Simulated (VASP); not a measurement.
## Pt: single point with LDA

Crystal: Pt.

```
CELL_PARAMETERS angstrom
2.82505 0.00000 0.00000
-1.41253 2.44657 0.00000
0.00000 0.00000 4.87812
ATOMIC_POSITIONS crystal
Pt 0.66667 0.33333 0.75000
Pt 0.33333 0.66667 0.25000
```

This isn't the form of Pt at room conditions, which is fcc.

```yaml
Program: VASP 6.6.1
Task: single point
Functional: LDA
Potentials_or_basis: VASP PAW LDA potentials, release 64 (Pt)
Cutoff: 520 eV
k_mesh: 21 × 21 × 10
Occupations: gaussian, width 0.15 eV
Spin: collinear spin
Starting_moments: "[0.4, 0.4] μB"
Fixed_moment: 0.8 μB
```

```json
{
 "Pressure": "-26.0 GPa",
 "Net moment": "0.80 μB per cell",
 "Site moments": "Pt +0.40 μB",
 "Valence electrons inside the program's atomic spheres": "Pt 9.05"
}
```

Stress tensor (GPa, compression positive):
```
-26.22   0.00   0.00
  0.00 -26.22   0.00
  0.00   0.00 -25.70
```

It took 120 s on 1 thread of Intel(R) Xeon(R) 6975P-C (Granite Rapids), on a shared host, peak memory 0.36 GiB.

Caveat: the cell stands under tension; the total moment is fixed, so each spin has its own Fermi level.
